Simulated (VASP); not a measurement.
# InAs (zincblende type) (F-43m) in VASP: further runs

Runs on InAs (zincblende type). Level: PBE. Tasks: single point.

All numbers are computed with VASP 6.6.1; they aren't measurements. Logs are shortened: lines on timing, memory, paths and dates and some standing lists are left out, and cuts for length are marked.

### 1 The cell of the first run

Symmetry: F-43m, No. 216, cubic system. The conventional cell has a = 6.187 Å, b = 6.187 Å, c = 6.187 Å, α = 90.00°, β = 90.00°, γ = 90.00°. In (site symmetry -43m) has 4 As at 2.68 Å within 3.5 Å. As (site symmetry -43m) has 4 In at 2.68 Å within 3.5 Å.

### 2 Single point, PBE

INCAR reads:

```
PREC = Accurate
ENCUT = 520
EDIFF = 1E-6
ISMEAR = -1
SIGMA = 0.02
LREAL = False
LASPH = True
NELM = 80
ALGO = Normal
ISIF = 2
LWAVE = False
LCHARG = True
GGA = PE
LELF = True
LVHAR = True
NBANDS = 26
```

KPOINTS reads:

```
Automatic mesh
0
Gamma
  6 4 6
```

POSCAR reads:

```
InAs
1.0
   -3.0934757628      3.0934757628      0.0000000000
    0.0000000000      0.0000000000      6.1869515256
    3.0934757628      3.0934757628      0.0000000000
In As
2 2
Direct
    0.0000000000      0.0000000000      0.0000000000
    0.5000000000      0.5000000000      0.5000000000
    0.0000000000      0.2500000000      0.5000000000
    0.5000000000      0.7500000000      0.0000000000
```

Potentials or basis: VASP PAW PBE potentials, release 64 (In_d, As).

Started as:

```console
cat potpaw_PBE.64/In_d/POTCAR potpaw_PBE.64/As/POTCAR > POTCAR
mpirun -np 1 vasp_std > vasp.out
```

OUTCAR:

```text
PREC = Accurate
   ENCUT = 520
   EDIFF = 1E-6
   ISMEAR = -1
   LREAL = False
   LASPH = True
   NELM = 80
   ISIF = 2
   GGA = PE

 ion  position               nearest neighbor table
   1  0.000  0.000  0.000-   3 2.68   4 2.68   3 2.68   4 2.68
   2  0.500  0.500  0.500-   3 2.68   4 2.68   4 2.68   3 2.68
   3  0.000  0.250  0.500-   1 2.68   2 2.68   1 2.68   2 2.68
   4  0.500  0.750  0.000-   1 2.68   2 2.68   2 2.68   1 2.68

  LATTYP: Found a simple tetragonal cell.
 ALAT       =     4.3748353786
 C/A-ratio  =     1.4142135624

  Lattice vectors:

 A1 = (   3.0934757628,  -3.0934757628,   0.0000000000)
 A2 = (   3.0934757628,   3.0934757628,   0.0000000000)
 A3 = (   0.0000000000,   0.0000000000,   6.1869515256)

Analysis of symmetry for initial positions (statically):
=====================================================================
 Subroutine PRICEL returns following result:

  LATTYP: Found a face centered cubic cell.
 ALAT       =     6.1869515256

  Lattice vectors:

 A1 = (   3.0934757628,   0.0000000000,   3.0934757628)
 A2 = (   3.0934757628,   3.0934757628,   0.0000000000)
 A3 = (   0.0000000000,   3.0934757628,   3.0934757628)

   2 primitive cells build up your supercell.

 Routine SETGRP: Setting up the symmetry group for a
 simple tetragonal supercell.

 Subroutine GETGRP returns: Found  8 space group operations
 (whereof  8 operations were pure point group operations)
 out of a pool of 16 trial point group operations.

The static configuration has the point symmetry D_2d.

Analysis of symmetry for dynamics (positions and initial velocities):
=====================================================================
 Subroutine PRICEL returns following result:

  LATTYP: Found a face centered cubic cell.
 ALAT       =     6.1869515256

  Lattice vectors:

 A1 = (   3.0934757628,   0.0000000000,   3.0934757628)
 A2 = (   3.0934757628,   3.0934757628,   0.0000000000)
 A3 = (   0.0000000000,   3.0934757628,   3.0934757628)

   2 primitive cells build up your supercell.

 Routine SETGRP: Setting up the symmetry group for a
 simple tetragonal supercell.

 Subroutine GETGRP returns: Found  8 space group operations
[... 96 lines left out ...]
   ICHARG =      2    charge: 1-file 2-atom 10-const
   ISPIN  =      1    spin polarized calculation?
   LNONCOLLINEAR =      F non collinear calculations
   LSORBIT =      F    spin-orbit coupling
   LASPH  =      T    aspherical Exc in radial PAW
   ENCUT  =  520.0 eV  38.22 Ry    6.18 a.u.   8.13 11.50  8.13*2*pi/ulx,y,z
   NELM   =     80;   NELMIN=  2; NELMDL= -5     # of ELM steps
   EDIFF  = 0.1E-05   stopping-criterion for ELM
   LREAL  =      F    real-space projection
   EDIFFG = 0.1E-04   stopping-criterion for IOM
   NSW    =      0    number of steps for IOM
   IBRION =     -1    ionic relax: 0-MD 1-quasi-New 2-CG
   NFREE  =      0    steps in history (QN), initial steepest desc. (CG)
   ISIF   =      2    stress and relaxation
   ISYM   =      2    0-nonsym 1-usesym 2-fastsym
   POTIM  = 0.5000    time-step for ionic-motion
   TEBEG  =    0.0;   TEEND  =   0.0 temperature during run
   PSTRESS=    0.0 pullay stress
   NELECT =      36.0000    total number of electrons
   NUPDOWN=      -1.0000    fix difference up-down
   EMIN   =  10.00;   EMAX   =-10.00  energy-range for DOS
   EFERMI =   0.00;   METHOD = LEGACY
   ISMEAR =    -1;   SIGMA  =   0.02  broadening in eV -4-tet -1-fermi 0-gaus
   EFERMI_NEDOS =   21; number of points for ismear=-14 and -15
   IALGO  =     38    algorithm
   IMIX   =      4    mixing-type and parameters
     AMIX     =   0.40;   BMIX     =  1.00
     AMIX_MAG =   1.60;   BMIX_MAG =  1.00
  volume/ion in A,a.u.               =      29.60       199.77
  Fermi-wavevector in a.u.,A,eV,Ry     =   1.100801  2.080213 16.487045  1.211764
  Thomas-Fermi vector in A             =   2.237218
   LORBIT       =      0    0 simple, 1 ext, 2 COOP (PROOUT), +10 PAW based schemes
   GGA     = PE    functional components
   LHFCALC =     F    Hartree Fock is set to
   AEXX    =    0.0000 exact exchange contribution
   IVDW    =     0    specifies the selected vdW correction
   LEPSILON=     F    determine dielectric tensor
   LRPA    =     F    only Hartree local field effects (RPA)
 non-spin polarized calculation
  energy-cutoff  :      520.00
  volume of cell :      118.41
 maximum number of plane-waves:      3227
 NGX is ok and might be reduce to    36
   NGX = 17   NGY = 23   NGZ = 17

 number of electron      35.9999985 magnetization

 Free energy of the ion-electron system (eV)
  ---------------------------------------------------
  ext. energy  EPLUGINS =         0.00000000
  ---------------------------------------------------
  free energy    TOTEN  =       -15.42770382 eV

  energy without entropy =      -15.42714321  energy(sigma->0) =      -15.42742351

 E-fermi :   3.8553     XC(G=0):  -8.7947

 val. band max:        3.8413373866   @ k =   0.0000   0.0000   0.0000
 cond. band min:       4.6514004424   @ k =   0.5000   0.5000   0.0000
 fundamental gap:      0.8100630558
 Fermi energy:         3.8552635312

 k-point     1 :       0.0000    0.0000    0.0000
  band No.  band energies     occupation
      1     -10.5689      2.00000
      2     -10.4279      2.00000
      3     -10.4279      2.00000
      4     -10.4273      2.00000
      5     -10.3645      2.00000
      6     -10.3645      2.00000
[... 685 lines left out ...]
     25      10.7999      0.00000
     26      10.9228      0.00000

 [... further k-points ...]

------------------------ aborting loop because EDIFF is reached ----------------------------------------

  FORCE on cell =-STRESS in cart. coord.  units (eV):
  Direction    XX          YY          ZZ          XY          YZ          ZX
  --------------------------------------------------------------------------------------
  -------------------------------------------------------------------------------------
  Total        0.0831833      0.0831833     -0.0065429      0.0000000     -0.0000000      0.0000000
  in kB        1.1255024      1.1255024     -0.0885280      0.0000000     -0.0000000      0.0000000
  external PRESSURE =       0.7208256 kB  Pullay stress =       0.0000000 kB

 VOLUME and BASIS-vectors are now :
 -----------------------------------------------------------------------------
  energy-cutoff  :      520.00
  volume of cell :      118.41
      direct lattice vectors                 reciprocal lattice vectors
    -3.093475763  3.093475763  0.000000000    -0.161630489  0.161630489  0.000000000
     0.000000000  0.000000000  6.186951526     0.000000000  0.000000000  0.161630489
     3.093475763  3.093475763  0.000000000     0.161630489  0.161630489  0.000000000

 POSITION                                       TOTAL-FORCE (eV/Angst)
 -----------------------------------------------------------------------------------
      0.00000      0.00000      0.00000         0.000000     -0.000000     -0.000000
      0.00000      3.09348      3.09348        -0.000000      0.000000     -0.000000
      1.54674      1.54674      1.54674        -0.000000      0.000000      0.000000
     -1.54674      1.54674      4.64021        -0.000000      0.000000      0.000000
 -----------------------------------------------------------------------------------
    total drift:                                0.000000      0.000000     -0.000000

  FREE ENERGIE OF THE ION-ELECTRON SYSTEM (eV)
  ---------------------------------------------------
  free  energy   TOTEN  =       -15.4277038186 eV

  energy  without entropy=      -15.4271432050  energy(sigma->0) =      -15.42742351
```

stdout:

```text
POSCAR found type information on POSCAR InAs
 POSCAR found :  2 types and       4 ions
 scaLAPACK will be used
 LDA part: xc-table for (Slater+PW92), standard interpolation
 POSCAR, INCAR and KPOINTS ok, starting setup
 FFT: planning ... GRIDC
 FFT: planning ... GRID_SOFT
 FFT: planning ... GRID
 WAVECAR not read
 entering main loop
```

Run time: 36 s. Hardware: 1 thread of Intel Xeon 6975P-C (Granite Rapids), shared host; peak memory 0.28 GiB.

Results:

```
Free energy            : -15.4277 eV
Pressure               : 0.1 GPa
Band gap on the k mesh : zero (filled and empty bands touch)
```

Caveat: semilocal functionals underestimate gaps, and a narrow one can read as zero; spin-orbit coupling is left out, which moves the levels of the heavy elements.

### 3 Single point, PBE

INCAR reads:

```
SYSTEM = InAs
PREC = Accurate
ENCUT = 520
EDIFF = 1E-6
ISMEAR = -1
SIGMA = 0.02
LREAL = .FALSE.
LASPH = .TRUE.
NELM = 80
ALGO = Normal
ISIF = 2
LWAVE = .FALSE.
LCHARG = .FALSE.
GGA = PE
NBANDS = 26
```

KPOINTS reads:

```
Automatic mesh
0
G
  6 4 6
  0 0 0
```

POSCAR is that of step 2.

Potentials or basis: VASP PAW PBE potentials, release 64 (In_d, As).

Started as:

```console
cat potpaw_PBE.64/In_d/POTCAR potpaw_PBE.64/As/POTCAR > POTCAR
mpirun -np 1 vasp_std > vasp.out
```

It took 37 s on 1 thread of Intel Xeon 6975P-C (Granite Rapids), shared host; peak memory 0.28 GiB.

Results (log left out):

```yaml
Free_energy: -15.4277 eV
Pressure: 0.1 GPa
Band_gap_on_the_k_mesh: zero (filled and empty bands touch)
```

Levels at points of the mesh, in eV from the Fermi level:
```csv
k point,band 16,band 17,band 18,band 19,band 20,band 21
"(0.00, 0.00, 0.00)",-0.56,-0.02,-0.01,-0.01,1.64,2.03
"(0.50, 0.00, 0.00)",-2.58,-0.95,-0.95,2.41,2.41,4.89
"(0.00, 0.50, 0.00)",-1.30,-1.30,-1.30,2.28,2.28,2.58
"(0.50, 0.50, 0.00)",-0.91,-0.91,-0.91,0.80,0.80,4.62
"(0.50, 0.00, 0.50)",-2.12,-2.12,-2.12,1.64,1.64,2.03
"(0.50, 0.50, 0.50)",-2.69,-2.60,-2.60,3.90,3.90,4.25
```

Caveat: semilocal functionals underestimate gaps, and a narrow one can read as zero; spin-orbit coupling is left out, which moves the levels of the heavy elements.

The gap in the log of VASP goes by the Fermi energy; the results here count the filled bands.